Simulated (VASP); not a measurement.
Runs of VASP 6.6.1 on CsPbCl3. The structure is that of space group Pm-3m (No. 221), or close to it. The cells are those of the table. 

| task | level | cell | k mesh | cutoff (eV) | smearing | gap on the mesh (eV) | pressure (GPa) |
| --- | --- | --- | --- | --- | --- | --- | --- |
| relaxation of cell and atoms | PBE | relaxed from a = 5.605 Å, 5 atoms | 6 × 6 × 6 | 600 | gaussian 0.02 eV | 2.22 | 0.0 |
| single point | PBE | a = 5.677 Å, 5 atoms | 6 × 6 × 6 | 520 | gaussian 0.02 eV | (a) | 0.7 |
| single point | r2SCAN | a = 5.735 Å, 5 atoms | 6 × 6 × 6 | 520 | gaussian 0.02 eV | 2.60 | (b) |
| single point | PBE | a = 5.605 Å, 5 atoms | 4 × 4 × 4 | 520 | gaussian 0.1 eV | 1.94 | 1.8 |
| single point | PBE | a = 5.735 Å, 5 atoms | 6 × 6 × 6 | 520 | gaussian 0.02 eV | 2.22 | 0.0 |

Alike in all rows: potentials or basis VASP PAW PBE potentials, release 64 (Cs_sv, Pb_d, Cl); no spin polarisation.

Fill in the values left out.

(a) 2.10; (b) -0.8.

Caveats: spin-orbit coupling is left out, which moves the levels of the heavy elements; the PAW data sets were made with another functional, which shifts forces and pressure a little (some runs).

A k mesh can miss the band edges, and the runs leave out spin-orbit coupling on Cs, Pb.
